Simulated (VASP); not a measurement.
A run of VASP 6.6.1:

INCAR

```
  ALGO = Normal
  EDIFF = 1E-7
  ENCUT = 520
  GGA = PE
  ISIF = 2
  ISMEAR = 0
  IVDW = 12
  LASPH = T
  LCHARG = F
  LREAL = F
  LWAVE = F
  NBANDS = 25
  NELM = 100
  PREC = Accurate
  SIGMA = 0.01
```

KPOINTS

```
k-points
0
Gamma
  6 6 5
```

File POSCAR:

```
CO2
1.0
    2.1592130103     -2.0142544613      0.0000000000
    2.1592130103      2.0142544613      0.0000000000
    0.0000000000      0.0000000000      5.7201415701
C O
2 4
Direct
    0.0000000000      0.0000000000      0.0000000000
    0.5000000000      0.5000000000      0.5000000000
    0.7707262372      0.2292737628      0.1216779561
    0.2292737628      0.7707262372      0.8783220439
    0.7292737628      0.2707262372      0.6216779561
    0.2707262372      0.7292737628      0.3783220439
```

Potentials or basis: VASP PAW PBE potentials, release 64 (C, O).

Launch:

```sh
$ cat potpaw_PBE.64/C/POTCAR potpaw_PBE.64/O/POTCAR > POTCAR
$ mpirun -np 1 vasp_std > vasp.out
```

Hardware: 1 thread of AMD EPYC 9R45 96-Core Processor (Zen 5), on a shared host.

Q: How long does it take, and how much memory?

A: It took 22 s on 1 thread of AMD EPYC 9R45 96-Core Processor (Zen 5), with other jobs on the host, peak memory 0.17 GiB. Counts: scf iterations 14, k points 39.
